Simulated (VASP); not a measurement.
# In3Cu (Pm-3m) in VASP: notebook

The runs below take In3Cu through single point, with LDA.

Everything below comes from runs of VASP 6.6.1. Logs are shortened: lines on timing, memory, paths and dates and some standing lists are left out, and cuts for length are marked.

## (1) The cell of the first run

It takes space group Pm-3m (No. 221, cubic). Conventional cell: a = 4.292 Å, b = 4.292 Å, c = 4.292 Å, α = 90.00°, β = 90.00°, γ = 90.00°. In (site symmetry 4/mmm) has 8 In at 3.04 Å and 4 Cu at 3.04 Å within 4.0 Å. Within 4.0 Å of Cu (site symmetry m-3m) lie 12 In at 3.04 Å.

## (2) Single point, LDA

Contents of INCAR:

```
SYSTEM = In3Cu
PREC = Accurate
ENCUT = 520
EDIFF = 1E-6
ISMEAR = 0
SIGMA = 0.15
LREAL = .False.
LASPH = .True.
NELM = 100
ALGO = Fast
ISIF = 2
LWAVE = .False.
LCHARG = .True.
LELF = .True.
LVHAR = .True.
NBANDS = 33
```

Contents of KPOINTS:

```
regular mesh
0
Gamma
  10 10 10
  0 0 0
```

Contents of POSCAR:

```
In3Cu
1.0
    4.2922883233      0.0000000000      0.0000000000
    0.0000000000      4.2922883233      0.0000000000
    0.0000000000      0.0000000000      4.2922883233
In Cu
3 1
Direct
    0.0000000000      0.5000000000      0.5000000000
    0.5000000000      0.0000000000      0.5000000000
    0.5000000000      0.5000000000      0.0000000000
    0.0000000000      0.0000000000      0.0000000000
```

Potentials or basis: VASP PAW LDA potentials, release 64 (In_d, Cu).

Command:

```console
$ cat potpaw_LDA.64/In_d/POTCAR potpaw_LDA.64/Cu/POTCAR > POTCAR
$ mpirun -np 1 vasp_std > vasp.out
```

OUTCAR:

```text
SYSTEM = In3Cu
   PREC = Accurate
   ENCUT = 520
   EDIFF = 1E-6
   ISMEAR = 0
   LREAL = .False.
   LASPH = .True.
   NELM = 100
   ISIF = 2

 ion  position               nearest neighbor table
   1  0.000  0.500  0.500-   2 3.04   3 3.04   4 3.04   3 3.04   4 3.04   2 3.04   4 3.04   4 3.04
                             2 3.04   3 3.04   3 3.04   2 3.04
   2  0.500  0.000  0.500-   1 3.04   3 3.04   4 3.04   3 3.04   4 3.04   1 3.04   3 3.04   3 3.04
                             1 3.04   4 3.04   4 3.04   1 3.04
   3  0.500  0.500  0.000-   1 3.04   2 3.04   4 3.04   1 3.04   2 3.04   2 3.04   4 3.04   2 3.04
                             1 3.04   4 3.04   1 3.04   4 3.04
   4  0.000  0.000  0.000-   1 3.04   2 3.04   3 3.04   1 3.04   2 3.04   1 3.04   3 3.04   1 3.04
                             2 3.04   3 3.04   2 3.04   3 3.04

  LATTYP: Found a simple cubic cell.
 ALAT       =     4.2922883233

  Lattice vectors:

 A1 = (   4.2922883233,   0.0000000000,   0.0000000000)
 A2 = (   0.0000000000,   4.2922883233,   0.0000000000)
 A3 = (   0.0000000000,   0.0000000000,   4.2922883233)

Analysis of symmetry for initial positions (statically):
=====================================================================
 Subroutine PRICEL returns:
 Original cell was already a primitive cell.

 Routine SETGRP: Setting up the symmetry group for a
 simple cubic supercell.

 Subroutine GETGRP returns: Found 48 space group operations
 (whereof 48 operations were pure point group operations)
 out of a pool of 48 trial point group operations.

The static configuration has the point symmetry O_h .

Analysis of symmetry for dynamics (positions and initial velocities):
=====================================================================
 Subroutine PRICEL returns:
 Original cell was already a primitive cell.

 Routine SETGRP: Setting up the symmetry group for a
 simple cubic supercell.

 Subroutine GETGRP returns: Found 48 space group operations
 (whereof 48 operations were pure point group operations)
 out of a pool of 48 trial point group operations.

The dynamic configuration has the point symmetry O_h .

 Subroutine INISYM returns: Found 48 space group operations
 (whereof 48 operations are pure point group operations),
 and found     1 'primitive' translations

----------------------------------------------------------------------------------------

                                     Primitive cell

  volume of cell :      79.0800

  direct lattice vectors                    reciprocal lattice vectors
     4.292288323  0.000000000  0.000000000     0.232975962  0.000000000  0.000000000
     0.000000000  4.292288323  0.000000000     0.000000000  0.232975962  0.000000000
     0.000000000  0.000000000  4.292288323     0.000000000  0.000000000  0.232975962

  length of vectors
     4.292288323  4.292288323  4.292288323     0.232975962  0.232975962  0.232975962

  position of ions in fractional coordinates (direct lattice)
     0.000000000  0.500000000  0.500000000
     0.500000000  0.000000000  0.500000000
     0.500000000  0.500000000  0.000000000
     0.000000000  0.000000000  0.000000000

  ion indices of the primitive-cell ions
   primitive index   ion index
                 1           1
                 2           2
                 3           3
                 4           4

----------------------------------------------------------------------------------------

 KPOINTS: regular mesh

Automatic generation of k-mesh.
 Grid dimensions read from file:
 generate k-points for:   10   10   10

 Generating k-lattice:

  Cartesian coordinates                     Fractional coordinates (reciprocal lattice)
     0.023297596  0.000000000  0.000000000     0.100000000  0.000000000  0.000000000
     0.000000000  0.023297596  0.000000000     0.000000000  0.100000000  0.000000000
     0.000000000  0.000000000  0.023297596     0.000000000  0.000000000  0.100000000

  Length of vectors
     0.023297596  0.023297596  0.023297596

  Shift w.r.t. Gamma in fractional coordinates (k-lattice)
     0.000000000  0.000000000  0.000000000

 Subroutine IBZKPT returns following result:
 ===========================================

 Found     56 irreducible k-points:

 Following reciprocal coordinates:
            Coordinates               Weight
  0.000000  0.000000  0.000000      1.000000
  0.100000  0.000000  0.000000      6.000000
  0.200000  0.000000  0.000000      6.000000
  0.300000  0.000000  0.000000      6.000000
  0.400000  0.000000  0.000000      6.000000
  0.500000  0.000000  0.000000      3.000000
[... 16 lines left out ...]
  0.200000  0.100000  0.100000     24.000000
  0.300000  0.100000  0.100000     24.000000
 [... further k-points ...]
   k-points           NKPTS =     56   k-points in BZ     NKDIM =     56   number of bands    NBANDS=     33
   number of dos      NEDOS =    301   number of ions     NIONS =      4
   total plane-waves  NPLWV =  32768
   dimension x,y,z NGX =    32 NGY =   32 NGZ =   32
   dimension x,y,z NGXF=    64 NGYF=   64 NGZF=   64
   ions per type =               3   1
   NGX,Y,Z   is equivalent  to a cutoff of  12.39, 12.39, 12.39 a.u.
   NGXF,Y,Z  is equivalent  to a cutoff of  24.79, 24.79, 24.79 a.u.
 SYSTEM =  In3Cu
   PREC   = accura    normal or accurate (medium, high low for compatibility)
   ISTART =      0    job   : 0-new  1-cont  2-samecut
   ICHARG =      2    charge: 1-file 2-atom 10-const
   ISPIN  =      1    spin polarized calculation?
   LNONCOLLINEAR =      F non collinear calculations
   LSORBIT =      F    spin-orbit coupling
   LASPH  =      T    aspherical Exc in radial PAW
   ENCUT  =  520.0 eV  38.22 Ry    6.18 a.u.   7.98  7.98  7.98*2*pi/ulx,y,z
   NELM   =    100;   NELMIN=  2; NELMDL= -5     # of ELM steps
   EDIFF  = 0.1E-05   stopping-criterion for ELM
   LREAL  =      F    real-space projection
   EDIFFG = 0.1E-04   stopping-criterion for IOM
   NSW    =      0    number of steps for IOM
   IBRION =     -1    ionic relax: 0-MD 1-quasi-New 2-CG
   NFREE  =      0    steps in history (QN), initial steepest desc. (CG)
   ISIF   =      2    stress and relaxation
   ISYM   =      2    0-nonsym 1-usesym 2-fastsym
   POTIM  = 0.5000    time-step for ionic-motion
   TEBEG  =    0.0;   TEEND  =   0.0 temperature during run
   PSTRESS=    0.0 pullay stress
   NELECT =      50.0000    total number of electrons
   NUPDOWN=      -1.0000    fix difference up-down
   EMIN   =  10.00;   EMAX   =-10.00  energy-range for DOS
   EFERMI =   0.00;   METHOD = LEGACY
   ISMEAR =     0;   SIGMA  =   0.15  broadening in eV -4-tet -1-fermi 0-gaus
   EFERMI_NEDOS =   21; number of points for ismear=-14 and -15
   IALGO  =     68    algorithm
   IMIX   =      4    mixing-type and parameters
     AMIX     =   0.40;   BMIX     =  1.00
     AMIX_MAG =   1.60;   BMIX_MAG =  1.00
  volume/ion in A,a.u.               =      19.77       133.41
  Fermi-wavevector in a.u.,A,eV,Ry     =   1.405107  2.655266 26.862317  1.974325
  Thomas-Fermi vector in A             =   2.527601
   LORBIT       =      0    0 simple, 1 ext, 2 COOP (PROOUT), +10 PAW based schemes
   GGA     = CA    functional components
   LHFCALC =     F    Hartree Fock is set to
   AEXX    =    0.0000 exact exchange contribution
   IVDW    =     0    specifies the selected vdW correction
   LEPSILON=     F    determine dielectric tensor
   LRPA    =     F    only Hartree local field effects (RPA)
 non-spin polarized calculation
 RMM-DIIS sequential band-by-band and
 Gauss-broadening in eV      SIGMA  =   0.15
  energy-cutoff  :      520.00
  volume of cell :       79.08
 maximum number of plane-waves:      2176
 NGX is ok and might be reduce to    32
   NGX = 15   NGY = 15   NGZ = 15

 number of electron      50.0000011 magnetization

 Free energy of the ion-electron system (eV)
  ---------------------------------------------------
  ext. energy  EPLUGINS =         0.00000000
  ---------------------------------------------------
  free energy    TOTEN  =       -13.61279792 eV

  energy without entropy =      -13.59289047  energy(sigma->0) =      -13.60284419

 E-fermi :   8.9366     XC(G=0): -11.5739

 val. band max:        8.9356927279   @ k =   0.2000   0.2000   0.0000
 cond. band min:       8.9506112781   @ k =   0.3000   0.1000   0.0000
 fundamental gap:      0.0149185501
 Fermi energy:         8.9365782707

 k-point     1 :       0.0000    0.0000    0.0000
  band No.  band energies     occupation
      1      -6.3462      2.00000
      2      -6.3012      2.00000
      3      -6.3012      2.00000
      4      -6.3012      2.00000
      5      -6.0048      2.00000
      6      -6.0048      2.00000
[... 25 lines left out ...]
     32      14.8362      0.00000
     33      14.8362      0.00000

 k-point     2 :       0.1000    0.0000    0.0000
  band No.  band energies     occupation
      1      -6.3277      2.00000
      2      -6.2968      2.00000
      3      -6.2808      2.00000
      4      -6.2808      2.00000
      5      -6.0006      2.00000
      6      -5.9890      2.00000
[... 25 lines left out ...]
     32      14.7875      0.00000
     33      14.7875      0.00000

 k-point     3 :       0.2000    0.0000    0.0000
  band No.  band energies     occupation
      1      -6.2850      2.00000
      2      -6.2753      2.00000
      3      -6.2208      2.00000
      4      -6.2208      2.00000
      5      -5.9892      2.00000
      6      -5.9442      2.00000
[... 25 lines left out ...]
     32      15.0827      0.00000
     33      15.0827      0.00000

 k-point     4 :       0.3000    0.0000    0.0000
  band No.  band energies     occupation
      1      -6.2697      2.00000
      2      -6.2000      2.00000
      3      -6.1254      2.00000
      4      -6.1254      2.00000
      5      -5.9731      2.00000
      6      -5.8787      2.00000
[... 673 lines left out ...]
     32      15.0745      0.00000
     33      15.0745      0.00000

 k-point    23 :       0.2000    0.1000    0.1000
  band No.  band energies     occupation
      1      -6.2727      2.00000
      2      -6.2345      2.00000
      3      -6.1994      2.00000
      4      -6.1916      2.00000
      5      -5.9624      2.00000
      6      -5.9272      2.00000
[... 25 lines left out ...]
     32      14.7854      0.00000
     33      15.3264      0.00000

 k-point    24 :       0.3000    0.1000    0.1000
  band No.  band energies     occupation
      1      -6.2438      2.00000
      2      -6.1811      2.00000
      3      -6.1160      2.00000
      4      -6.0999      2.00000
      5      -5.9471      2.00000
      6      -5.8600      2.00000
[... 25 lines left out ...]
     32      14.3967      0.00000
     33      15.8561      0.00000

 [... further k-points ...]
[... 5 lines left out ...]
  --------------------------------------------------------------------------------------
  -------------------------------------------------------------------------------------
  Total        0.9727671      0.9727671      0.9727671      0.0000000     -0.0000000      0.0000000
  in kB       19.7084643     19.7084643     19.7084643      0.0000000     -0.0000000      0.0000000
  external PRESSURE =      19.7084643 kB  Pullay stress =       0.0000000 kB

 VOLUME and BASIS-vectors are now :
 -----------------------------------------------------------------------------
  energy-cutoff  :      520.00
  volume of cell :       79.08
      direct lattice vectors                 reciprocal lattice vectors
     4.292288323  0.000000000  0.000000000     0.232975962  0.000000000  0.000000000
     0.000000000  4.292288323  0.000000000     0.000000000  0.232975962  0.000000000
     0.000000000  0.000000000  4.292288323     0.000000000  0.000000000  0.232975962

 POSITION                                       TOTAL-FORCE (eV/Angst)
 -----------------------------------------------------------------------------------
      0.00000      2.14614      2.14614         0.000000      0.000000      0.000000
      2.14614      0.00000      2.14614         0.000000      0.000000      0.000000
      2.14614      2.14614      0.00000         0.000000      0.000000      0.000000
      0.00000      0.00000      0.00000         0.000000      0.000000      0.000000
 -----------------------------------------------------------------------------------
    total drift:                               -0.000000     -0.000000     -0.000000

  FREE ENERGIE OF THE ION-ELECTRON SYSTEM (eV)
  ---------------------------------------------------
  free  energy   TOTEN  =       -13.6127979214 eV

  energy  without entropy=      -13.5928904667  energy(sigma->0) =      -13.60284419
```

Wall time 54 s (1 thread of Intel Xeon 6975P-C (Granite Rapids), shared host); peak memory 0.24 GiB.

What came out:

```
Free energy            : -13.6128 eV
Pressure               : 2.0 GPa
Band gap on the k mesh : zero (band 25 reaches 11.41 eV, above the bottom of band 26 at 6.89 eV)
```

Caveat: spin-orbit coupling is left out, which moves the levels of the heavy elements.

(Part 1 of 3 ends here.)
